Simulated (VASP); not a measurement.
Crystal: CdTe5.

```xyz
6
Lattice="6.7039 0.0000 0.0000 -3.3520 5.8058 0.0000 0.0000 0.0000 5.5174" Properties=species:S:1:pos:R:3 pbc="T T T"
Cd    0.0000    0.0000    0.0000
Te   -1.6760    2.9029    2.7587
Te    1.6760    2.9029    2.7587
Te    0.0000    3.8705    0.0000
Te    3.3520    0.0000    2.7587
Te    3.3520    1.9353    0.0000
```

```yaml
Program: VASP 6.6.1
Task: relaxation of cell and atoms
Functional: PBE
Potentials_or_basis: VASP PAW PBE potentials, release 64 (Cd, Te)
Cutoff: 600 eV
k_mesh: 6 × 6 × 8
Occupations: gaussian, width 0.1 eV
Spin: no spin polarisation
```

At the start: pressure -2.8 GPa; volume 35.79 Å³/atom.

Task: How do energy, volume and symmetry change on relaxing?

Result: Over 10 steps the energy falls by 53.7 meV/atom and the volume is 34.48 Å³/atom (-3.7 %); space group P6/mmm (No. 191, to 0.05 Å).

The path:
```
step  energy change (eV)  largest force (eV/Å)  pressure (GPa)  volume (Å³)
   1              0.0000                0.0000           -2.85       214.75
   2             -0.2169                0.0000            0.49       195.50
   3             -0.2179                0.0000            0.24       196.57
   4             -0.2286                0.0000            0.20       197.45
   5             -0.2643                0.0000            0.12       200.01
   6             -0.3197                0.0000            0.12       204.76
   7             -0.3214                0.0000            0.19       206.34
   8             -0.3219                0.0000            0.17       205.97
   9             -0.3184                0.0000           -0.46       209.49
  10             -0.3224                0.0000            0.00       206.88
```

Final structure:
```xyz
6
Lattice="6.9827 0.0000 0.0000 -3.4914 6.0472 0.0000 0.0000 0.0000 4.8992" Properties=species:S:1:pos:R:3 pbc="T T T"
Cd    0.0000    0.0000    0.0000
Te   -1.7457    3.0236    2.4496
Te    1.7457    3.0236    2.4496
Te    0.0000    4.0315    0.0000
Te    3.4914    0.0000    2.4496
Te    3.4914    2.0157    0.0000
```
